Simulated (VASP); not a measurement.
# TiO2 (TiO2 (P4_2/mnm)) (P4_2/mnm) in VASP: single point with PBE

Aim: the single point of TiO2 (TiO2 (P4_2/mnm)) with PBE.

All numbers are computed with VASP 6.6.1; they aren't measurements. Logs are shortened: lines on timing, memory, paths and dates and some standing lists are left out, and cuts for length are marked.

### 1 The cell of the first run

The structure is tetragonal, space group P4_2/mnm (No. 136). Conventional cell: a = 4.644 Å, b = 4.644 Å, c = 2.964 Å, α = 90.00°, β = 90.00°, γ = 90.00°. Ti (site symmetry mmm) has 6 O at 1.96 to 2.00 Å within 2.6 Å. Within 2.6 Å of O (site symmetry m2m) lie 3 Ti at 1.96 to 2.00 Å and 1 O at 2.56 Å.

### 2 Single point, PBE

The input, INCAR:

```
  ALGO = Normal
  EDIFF = 1E-6
  ENCUT = 600
  GGA = PE
  GGA_COMPAT = F
  ISIF = 2
  ISMEAR = 0
  LASPH = T
  LCHARG = F
  LREAL = F
  LWAVE = F
  NBANDS = 33
  NELM = 120
  PREC = Accurate
  SIGMA = 0.01
```

The input, KPOINTS:

```
k-points
0
Gamma
  6 6 9
```

The input, POSCAR:

```
TiO2
1.0
    4.6435389495      0.0000000000      0.0000000000
    0.0000000000      4.6435389495      0.0000000000
    0.0000000000      0.0000000000      2.9636874866
Ti O
2 4
Direct
    0.5000000000      0.5000000000      0.0000000000
    0.0000000000      0.0000000000      0.5000000000
    0.6948800563      0.6948800563      0.5000000000
    0.8051199437      0.1948800563      0.0000000000
    0.1948800563      0.8051199437      0.0000000000
    0.3051199437      0.3051199437      0.5000000000
```

Potentials or basis: VASP PAW PBE potentials, release 64 (Ti_sv, O).

Command:

```bash
cat potpaw_PBE.64/Ti_sv/POTCAR potpaw_PBE.64/O/POTCAR > POTCAR
mpirun -np 1 vasp_std > vasp.out
```

OUTCAR:

```text
EDIFF = 1E-6
   ENCUT = 600
   GGA = PE
   ISIF = 2
   ISMEAR = 0
   LASPH = T
   LREAL = F
   NELM = 120
   PREC = Accurate

 ion  position               nearest neighbor table
   1  0.500  0.500  0.000-   3 1.96   6 1.96   3 1.96   6 1.96   5 2.00   4 2.00
   2  0.000  0.000  0.500-   4 1.96   5 1.96   4 1.96   5 1.96   3 2.00   6 2.00
   3  0.695  0.695  0.500-   1 1.96   1 1.96   2 2.00
   4  0.805  0.195  0.000-   2 1.96   2 1.96   1 2.00
   5  0.195  0.805  0.000-   2 1.96   2 1.96   1 2.00
   6  0.305  0.305  0.500-   1 1.96   1 1.96   2 2.00

  LATTYP: Found a simple tetragonal cell.
 ALAT       =     4.6435389495
 C/A-ratio  =     0.6382389636

  Lattice vectors:

 A1 = (   4.6435389495,   0.0000000000,   0.0000000000)
 A2 = (   0.0000000000,   4.6435389495,   0.0000000000)
 A3 = (   0.0000000000,   0.0000000000,   2.9636874866)

Analysis of symmetry for initial positions (statically):
=====================================================================
 Subroutine PRICEL returns:
 Original cell was already a primitive cell.

 Routine SETGRP: Setting up the symmetry group for a
 simple tetragonal supercell.

 Subroutine GETGRP returns: Found 16 space group operations
 (whereof  8 operations were pure point group operations)
 out of a pool of 16 trial point group operations.

The static configuration has the point symmetry D_2h.
 The point group associated with its full space group is D_4h.

Analysis of symmetry for dynamics (positions and initial velocities):
=====================================================================
 Subroutine PRICEL returns:
 Original cell was already a primitive cell.

 Routine SETGRP: Setting up the symmetry group for a
 simple tetragonal supercell.

 Subroutine GETGRP returns: Found 16 space group operations
 (whereof  8 operations were pure point group operations)
 out of a pool of 16 trial point group operations.

The dynamic configuration has the point symmetry D_2h.
 The point group associated with its full space group is D_4h.

 Subroutine INISYM returns: Found 16 space group operations
 (whereof  8 operations are pure point group operations),
 and found     1 'primitive' translations

----------------------------------------------------------------------------------------

                                     Primitive cell
[... 99 lines left out ...]
   EDIFF  = 0.1E-05   stopping-criterion for ELM
   LREAL  =      F    real-space projection
   EDIFFG = 0.1E-04   stopping-criterion for IOM
   NSW    =      0    number of steps for IOM
   IBRION =     -1    ionic relax: 0-MD 1-quasi-New 2-CG
   NFREE  =      0    steps in history (QN), initial steepest desc. (CG)
   ISIF   =      2    stress and relaxation
   ISYM   =      2    0-nonsym 1-usesym 2-fastsym
   POTIM  = 0.5000    time-step for ionic-motion
   TEBEG  =    0.0;   TEEND  =   0.0 temperature during run
   PSTRESS=    0.0 pullay stress
   NELECT =      48.0000    total number of electrons
   NUPDOWN=      -1.0000    fix difference up-down
   EMIN   =  10.00;   EMAX   =-10.00  energy-range for DOS
   EFERMI =   0.00;   METHOD = LEGACY
   ISMEAR =     0;   SIGMA  =   0.01  broadening in eV -4-tet -1-fermi 0-gaus
   EFERMI_NEDOS =   21; number of points for ismear=-14 and -15
   IALGO  =     38    algorithm
   IMIX   =      4    mixing-type and parameters
     AMIX     =   0.40;   BMIX     =  1.00
     AMIX_MAG =   1.60;   BMIX_MAG =  1.00
  volume/ion in A,a.u.               =      10.65        71.87
  Fermi-wavevector in a.u.,A,eV,Ry     =   1.488144  2.812185 30.131101  2.214573
  Thomas-Fermi vector in A             =   2.601216
   LORBIT       =      0    0 simple, 1 ext, 2 COOP (PROOUT), +10 PAW based schemes
   GGA     = PE    functional components
   LHFCALC =     F    Hartree Fock is set to
   AEXX    =    0.0000 exact exchange contribution
   IVDW    =     0    specifies the selected vdW correction
   LEPSILON=     F    determine dielectric tensor
   LRPA    =     F    only Hartree local field effects (RPA)
 non-spin polarized calculation
 Gauss-broadening in eV      SIGMA  =   0.01
  energy-cutoff  :      600.00
  volume of cell :       63.90
 maximum number of plane-waves:      2160
 NGX is ok and might be reduce to    40
   NGX = 19   NGY = 19   NGZ = 11

 number of electron      47.9999980 magnetization

 Free energy of the ion-electron system (eV)
  ---------------------------------------------------
  ext. energy  EPLUGINS =         0.00000000
  ---------------------------------------------------
  free energy    TOTEN  =       -53.68456938 eV

  energy without entropy =      -53.68456938  energy(sigma->0) =      -53.68456938

 E-fermi :   4.6638     XC(G=0): -11.2844

 val. band max:        4.5742434076   @ k =   0.0000   0.0000   0.0000
 cond. band min:       6.4099898690   @ k =   0.0000   0.0000   0.0000
 fundamental gap:      1.8357464615
 Fermi energy:         4.6637821690

 k-point     1 :       0.0000    0.0000    0.0000
  band No.  band energies     occupation
      1     -52.3841      2.00000
      2     -52.3694      2.00000
      3     -28.6712      2.00000
      4     -28.6712      2.00000
      5     -28.5214      2.00000
      6     -28.5214      2.00000
[... 853 lines left out ...]
     32       9.6666      0.00000
     33      10.9626      0.00000

 [... further k-points ...]

------------------------ aborting loop because EDIFF is reached ----------------------------------------

  FORCE on cell =-STRESS in cart. coord.  units (eV):
  Direction    XX          YY          ZZ          XY          YZ          ZX
  --------------------------------------------------------------------------------------
  -------------------------------------------------------------------------------------
  Total        0.1299163      0.1299163      0.2623952      0.0000000      0.0000000      0.0000000
  in kB        3.2571931      3.2571931      6.5786367      0.0000000      0.0000000      0.0000000
  external PRESSURE =       4.3643410 kB  Pullay stress =       0.0000000 kB

 VOLUME and BASIS-vectors are now :
 -----------------------------------------------------------------------------
  energy-cutoff  :      600.00
  volume of cell :       63.90
      direct lattice vectors                 reciprocal lattice vectors
     4.643538949  0.000000000  0.000000000     0.215352991  0.000000000  0.000000000
     0.000000000  4.643538949  0.000000000     0.000000000  0.215352991  0.000000000
     0.000000000  0.000000000  2.963687487     0.000000000  0.000000000  0.337417492

 POSITION                                       TOTAL-FORCE (eV/Angst)
 -----------------------------------------------------------------------------------
      2.32177      2.32177      0.00000        -0.000000      0.000000      0.000000
      0.00000      0.00000      1.48184        -0.000000      0.000000      0.000000
      3.22670      3.22670      1.48184         0.018177      0.018177      0.000000
      3.73861      0.90493      0.00000        -0.018177      0.018177      0.000000
      0.90493      3.73861      0.00000         0.018177     -0.018177     -0.000000
      1.41684      1.41684      1.48184        -0.018177     -0.018177     -0.000000
 -----------------------------------------------------------------------------------
    total drift:                               -0.000000     -0.000000     -0.000000

  FREE ENERGIE OF THE ION-ELECTRON SYSTEM (eV)
  ---------------------------------------------------
  free  energy   TOTEN  =       -53.6845693772 eV

  energy  without entropy=      -53.6845693772  energy(sigma->0) =      -53.68456938
```

It used 340 s of CPU time on 1 thread of AMD EPYC 7R13 Processor (Zen 3), on a shared host.

Results:

```yaml
Free_energy: -53.6846 eV
Pressure: 0.4 GPa
Largest_force: 0.026 eV/Å
Band_gap_on_the_k_mesh: 1.84 eV, direct
```

Forces on the atoms (eV/Å):
```
Ti   0.000  0.000  0.000
Ti   0.000  0.000  0.000
O    0.018  0.018  0.000
O   -0.018  0.018  0.000
O    0.018 -0.018  0.000
O   -0.018 -0.018  0.000
```

Levels at points of the mesh, in eV from the valence-band top:
| k point | band 20 | band 21 | band 22 | band 23 | band 24 | band 25 | band 26 | band 27 | band 28 | band 29 |
| --- | --- | --- | --- | --- | --- | --- | --- | --- | --- | --- |
| (0.00, 0.00, 0.00) | -1.89 | -0.66 | -0.43 | -0.43 | 0.00 | 1.84 | 2.12 | 2.39 | 2.47 | 2.47 |
| (0.50, 0.00, 0.00) | -2.97 | -1.55 | -1.55 | -0.71 | -0.71 | 2.48 | 2.48 | 2.95 | 2.95 | 3.50 |
| (0.50, 0.50, 0.00) | -2.11 | -1.24 | -1.24 | -1.04 | -1.04 | 1.87 | 1.87 | 2.49 | 2.49 | 3.75 |
